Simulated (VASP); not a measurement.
A run of VASP 6.6.1:

INCAR

```
SYSTEM = B2Cl
  PREC = Accurate
  ENCUT = 520
  EDIFF = 1E-6
  ISMEAR = 0
  SIGMA = 0.1
  LREAL = .False.
  LASPH = .True.
  NELM = 100
  ALGO = Normal
  ISIF = 2
  LWAVE = .False.
  LCHARG = .True.
  GGA = PE
  LELF = .True.
  LVHAR = .True.
  NBANDS = 22
```

The input KPOINTS:

```
regular mesh
0
Gamma
  8 8 14
  0 0 0
```

Contents of POSCAR:

```
B2Cl
1.0
    5.3464521045      0.0000000000      0.0000000000
    0.0000000000      5.3464521045      0.0000000000
    0.0000000000      0.0000000000      2.9074090987
B Cl
4 2
Direct
    0.2768772990      0.2768772990      0.0000000000
    0.2231227010      0.7768772990      0.5000000000
    0.7231227010      0.7231227010      0.0000000000
    0.7768772990      0.2231227010      0.5000000000
    0.0000000000      0.0000000000      0.0000000000
    0.5000000000      0.5000000000      0.5000000000
```

Potentials or basis: VASP PAW PBE potentials, release 64 (B, Cl).

Run with:

```sh
$ cat potpaw_PBE.64/B/POTCAR potpaw_PBE.64/Cl/POTCAR > POTCAR
$ mpirun -np 1 vasp_std > vasp.out
```

Hardware: 1 thread of Intel(R) Xeon(R) Platinum 8559C (Emerald Rapids), with other jobs on the host.

Question: Estimate the wall time of this run.

Answer: It took 62 s on 1 thread of Intel(R) Xeon(R) Platinum 8559C (Emerald Rapids), on a shared host, peak memory 0.29 GiB. Counts: scf iterations 12, k points 120.
